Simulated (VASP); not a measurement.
# Rh (Fm-3m) in VASP: single point with PBE

Aim: the single point of Rh with PBE.

Program: VASP 6.6.1. These are calculated values, not measurements. Logs are shortened: lines on timing, memory, paths and dates and some standing lists are left out, and cuts for length are marked.

## 1. The cell of the first run

The structure is cubic, space group Fm-3m (No. 225). The conventional cell has a = 3.842 Å, b = 3.842 Å, c = 3.842 Å, α = 90.00°, β = 90.00°, γ = 90.00°. Rh (site symmetry m-3m) has 12 Rh at 2.72 Å within 3.6 Å.

## 2. Single point, PBE

INCAR

```
SYSTEM = Rh
PREC = Accurate ; ENCUT = 500
EDIFF = 1E-6 ; ISMEAR = 0
SIGMA = 0.1 ; LREAL = .False.
LASPH = .True. ; NELM = 120
ALGO = Normal ; ISIF = 2
LWAVE = .False. ; LCHARG = .False.
GGA = PE ; NBANDS = 14
GGA_COMPAT = .False.
```

KPOINTS

```
Automatic mesh
0
Gamma
  8 8 8
  0 0 0
```

POSCAR

```
Rh
1.0
    0.0000000000      1.9212302445      1.9212302445
    1.9212302445      0.0000000000      1.9212302445
    1.9212302445      1.9212302445      0.0000000000
Rh
1
Direct
    0.0000000000      0.0000000000      0.0000000000
```

Potentials or basis: VASP PAW PBE potentials, release 64 (Rh_pv).

Started as:

```bash
$ cat potpaw_PBE.64/Rh_pv/POTCAR > POTCAR
$ mpirun -np 1 vasp_std > vasp.out
```

OUTCAR:

```text
SYSTEM = Rh
   PREC = Accurate
   ENCUT = 500
   EDIFF = 1E-6
   ISMEAR = 0
   LREAL = .False.
   LASPH = .True.
   NELM = 120
   ISIF = 2
   GGA = PE

 ion  position               nearest neighbor table
   1  0.000  0.000  0.000-

  LATTYP: Found a face centered cubic cell.
 ALAT       =     3.8424604890

  Lattice vectors:

 A1 = (   0.0000000000,   1.9212302445,   1.9212302445)
 A2 = (   1.9212302445,   0.0000000000,   1.9212302445)
 A3 = (   1.9212302445,   1.9212302445,   0.0000000000)

Analysis of symmetry for initial positions (statically):
=====================================================================
 Subroutine PRICEL returns:
 Original cell was already a primitive cell.

 Routine SETGRP: Setting up the symmetry group for a
 face centered cubic supercell.

 Subroutine GETGRP returns: Found 48 space group operations
 (whereof 48 operations were pure point group operations)
 out of a pool of 48 trial point group operations.

The static configuration has the point symmetry O_h .

Analysis of symmetry for dynamics (positions and initial velocities):
=====================================================================
 Subroutine PRICEL returns:
 Original cell was already a primitive cell.

 Routine SETGRP: Setting up the symmetry group for a
 face centered cubic supercell.

 Subroutine GETGRP returns: Found 48 space group operations
 (whereof 48 operations were pure point group operations)
 out of a pool of 48 trial point group operations.

The dynamic configuration has the point symmetry O_h .

 Subroutine INISYM returns: Found 48 space group operations
 (whereof 48 operations are pure point group operations),
 and found     1 'primitive' translations

----------------------------------------------------------------------------------------

                                     Primitive cell

  volume of cell :      14.1830

  direct lattice vectors                    reciprocal lattice vectors
     0.000000000  1.921230245  1.921230245    -0.260249911  0.260249911  0.260249911
     1.921230245  0.000000000  1.921230245     0.260249911 -0.260249911  0.260249911
     1.921230245  1.921230245  0.000000000     0.260249911  0.260249911 -0.260249911

  length of vectors
     2.717029868  2.717029868  2.717029868     0.450766068  0.450766068  0.450766068

  position of ions in fractional coordinates (direct lattice)
     0.000000000  0.000000000  0.000000000

  ion indices of the primitive-cell ions
   primitive index   ion index
                 1           1

----------------------------------------------------------------------------------------

 KPOINTS: Automatic mesh

Automatic generation of k-mesh.
 Grid dimensions read from file:
 generate k-points for:    8    8    8

 Generating k-lattice:

  Cartesian coordinates                     Fractional coordinates (reciprocal lattice)
    -0.032531239  0.032531239  0.032531239     0.125000000  0.000000000  0.000000000
     0.032531239 -0.032531239  0.032531239     0.000000000  0.125000000  0.000000000
     0.032531239  0.032531239 -0.032531239     0.000000000  0.000000000  0.125000000

  Length of vectors
     0.056345759  0.056345759  0.056345759

  Shift w.r.t. Gamma in fractional coordinates (k-lattice)
     0.000000000  0.000000000  0.000000000

 Subroutine IBZKPT returns following result:
 ===========================================

 Found     29 irreducible k-points:

 Following reciprocal coordinates:
            Coordinates               Weight
  0.000000  0.000000  0.000000      1.000000
  0.125000  0.000000  0.000000      8.000000
  0.250000  0.000000  0.000000      8.000000
  0.375000  0.000000  0.000000      8.000000
  0.500000  0.000000  0.000000      4.000000
  0.125000  0.125000  0.000000      6.000000
[... 16 lines left out ...]
  0.500000  0.250000  0.125000     48.000000
 -0.375000  0.250000  0.125000     24.000000
 [... further k-points ...]
   k-points           NKPTS =     29   k-points in BZ     NKDIM =     29   number of bands    NBANDS=     14
   number of dos      NEDOS =    301   number of ions     NIONS =      1
   total plane-waves  NPLWV =   8000
   dimension x,y,z NGX =    20 NGY =   20 NGZ =   20
   dimension x,y,z NGXF=    40 NGYF=   40 NGZF=   40
   ions per type =               1
   NGX,Y,Z   is equivalent  to a cutoff of  12.24, 12.24, 12.24 a.u.
   NGXF,Y,Z  is equivalent  to a cutoff of  24.47, 24.47, 24.47 a.u.
 SYSTEM =  Rh
   PREC   = accura    normal or accurate (medium, high low for compatibility)
   ISTART =      0    job   : 0-new  1-cont  2-samecut
   ICHARG =      2    charge: 1-file 2-atom 10-const
   ISPIN  =      1    spin polarized calculation?
   LNONCOLLINEAR =      F non collinear calculations
   LSORBIT =      F    spin-orbit coupling
   LASPH  =      T    aspherical Exc in radial PAW
   ENCUT  =  500.0 eV  36.75 Ry    6.06 a.u.   4.95  4.95  4.95*2*pi/ulx,y,z
   NELM   =    120;   NELMIN=  2; NELMDL= -5     # of ELM steps
   EDIFF  = 0.1E-05   stopping-criterion for ELM
   LREAL  =      F    real-space projection
   EDIFFG = 0.1E-04   stopping-criterion for IOM
   NSW    =      0    number of steps for IOM
   IBRION =     -1    ionic relax: 0-MD 1-quasi-New 2-CG
   NFREE  =      0    steps in history (QN), initial steepest desc. (CG)
   ISIF   =      2    stress and relaxation
   ISYM   =      2    0-nonsym 1-usesym 2-fastsym
   POTIM  = 0.5000    time-step for ionic-motion
   TEBEG  =    0.0;   TEEND  =   0.0 temperature during run
   PSTRESS=    0.0 pullay stress
   NELECT =      15.0000    total number of electrons
   NUPDOWN=      -1.0000    fix difference up-down
   EMIN   =  10.00;   EMAX   =-10.00  energy-range for DOS
   EFERMI =   0.00;   METHOD = LEGACY
   ISMEAR =     0;   SIGMA  =   0.10  broadening in eV -4-tet -1-fermi 0-gaus
   EFERMI_NEDOS =   21; number of points for ismear=-14 and -15
   IALGO  =     38    algorithm
   IMIX   =      4    mixing-type and parameters
     AMIX     =   0.40;   BMIX     =  1.00
     AMIX_MAG =   1.60;   BMIX_MAG =  1.00
  volume/ion in A,a.u.               =      14.18        95.71
  Fermi-wavevector in a.u.,A,eV,Ry     =   1.667948  3.151965 37.852095  2.782050
  Thomas-Fermi vector in A             =   2.753881
   LORBIT       =      0    0 simple, 1 ext, 2 COOP (PROOUT), +10 PAW based schemes
   GGA     = PE    functional components
   LHFCALC =     F    Hartree Fock is set to
   AEXX    =    0.0000 exact exchange contribution
   IVDW    =     0    specifies the selected vdW correction
   LEPSILON=     F    determine dielectric tensor
   LRPA    =     F    only Hartree local field effects (RPA)
 non-spin polarized calculation
 Gauss-broadening in eV      SIGMA  =   0.10
  energy-cutoff  :      500.00
  volume of cell :       14.18
 maximum number of plane-waves:       370
   NGX =  9   NGY =  9   NGZ =  9

 number of electron      15.0000000 magnetization

 Free energy of the ion-electron system (eV)
  ---------------------------------------------------
  ext. energy  EPLUGINS =         0.00000000
  ---------------------------------------------------
  free energy    TOTEN  =        -7.23202350 eV

  energy without entropy =       -7.22166174  energy(sigma->0) =       -7.22684262

 E-fermi :  11.3736     XC(G=0): -13.8271

 val. band max:       11.3493542943   @ k =  -0.3750   0.2500   0.0000
 cond. band min:      11.4348439502   @ k =   0.3750   0.0000   0.0000
 fundamental gap:      0.0854896560
 Fermi energy:        11.3736464756

 k-point     1 :       0.0000    0.0000    0.0000
  band No.  band energies     occupation
      1     -34.9515      2.00000
      2     -34.9515      2.00000
      3     -34.9515      2.00000
      4       3.6116      2.00000
      5       8.4261      2.00000
      6       8.4261      2.00000
      7       8.4261      2.00000
      8      10.4207      2.00000
      9      10.4207      2.00000
     10      27.3458      0.00000
     11      32.0298      0.00000
     12      32.6429      0.00000
     13      32.6429      0.00000
     14      32.6429      0.00000

 k-point     2 :       0.1250    0.0000    0.0000
  band No.  band energies     occupation
      1     -35.0506      2.00000
      2     -34.9650      2.00000
      3     -34.9650      2.00000
      4       4.1980      2.00000
      5       8.2036      2.00000
      6       8.6317      2.00000
      7       8.6317      2.00000
      8      10.3277      2.00000
      9      10.3277      2.00000
     10      28.1016      0.00000
     11      30.0953      0.00000
     12      32.0308      0.00000
     13      33.4844      0.00000
     14      33.4844      0.00000

 k-point     3 :       0.2500    0.0000    0.0000
  band No.  band energies     occupation
      1     -35.2858      2.00000
      2     -34.9975      2.00000
      3     -34.9975      2.00000
      4       5.3793      2.00000
      5       8.2929      2.00000
      6       8.7739      2.00000
      7       8.7739      2.00000
      8      10.5779      2.00000
      9      10.5779      2.00000
     10      26.2211      0.00000
     11      28.8046      0.00000
     12      32.0299      0.00000
     13      35.3795      0.00000
     14      35.3795      0.00000
[... 324 lines left out ...]
 k-point    23 :       0.5000    0.2500    0.1250
  band No.  band energies     occupation
      1     -35.4669      2.00000
      2     -35.1926      2.00000
      3     -35.0776      2.00000
      4       6.6368      2.00000
      5       7.6442      2.00000
      6       8.1366      2.00000
      7       9.7298      2.00000
      8      11.2419      1.93765
      9      14.3819      0.00000
     10      22.7003      0.00000
     11      26.9357      0.00000
     12      28.8321      0.00000
     13      32.0310      0.00000
     14      33.4342      0.00000

 k-point    24 :      -0.3750    0.2500    0.1250
  band No.  band energies     occupation
      1     -35.5202      2.00000
      2     -35.2155      2.00000
      3     -35.0984      2.00000
      4       6.5708      2.00000
      5       7.4160      2.00000
      6       8.8190      2.00000
      7       9.4564      2.00000
      8      11.7199      0.00000
      9      16.6359      0.00000
     10      19.5234      0.00000
     11      27.1954      0.00000
     12      27.8412      0.00000
     13      32.0311      0.00000
     14      32.2755      0.00000

 [... further k-points ...]
[... 5 lines left out ...]
  --------------------------------------------------------------------------------------
  -------------------------------------------------------------------------------------
  Total       -0.1351176     -0.1351176     -0.1351176      0.0000000      0.0000000     -0.0000000
  in kB      -15.2635073    -15.2635073    -15.2635073      0.0000000      0.0000000     -0.0000000
  external PRESSURE =     -15.2635073 kB  Pullay stress =       0.0000000 kB

 VOLUME and BASIS-vectors are now :
 -----------------------------------------------------------------------------
  energy-cutoff  :      500.00
  volume of cell :       14.18
      direct lattice vectors                 reciprocal lattice vectors
     0.000000000  1.921230245  1.921230245    -0.260249911  0.260249911  0.260249911
     1.921230245  0.000000000  1.921230245     0.260249911 -0.260249911  0.260249911
     1.921230245  1.921230245  0.000000000     0.260249911  0.260249911 -0.260249911

 POSITION                                       TOTAL-FORCE (eV/Angst)
 -----------------------------------------------------------------------------------
      0.00000      0.00000      0.00000        -0.000000     -0.000000     -0.000000
 -----------------------------------------------------------------------------------
    total drift:                                0.000000      0.000000      0.000000

  FREE ENERGIE OF THE ION-ELECTRON SYSTEM (eV)
  ---------------------------------------------------
  free  energy   TOTEN  =        -7.2320235006 eV

  energy  without entropy=       -7.2216617398  energy(sigma->0) =       -7.22684262
```

It took 3.7 s on 1 thread of Intel Xeon Platinum 8488C (Sapphire Rapids), shared host; peak memory 0.12 GiB.

What came out:

```yaml
Free_energy: -7.2320 eV
Pressure: -1.5 GPa
```
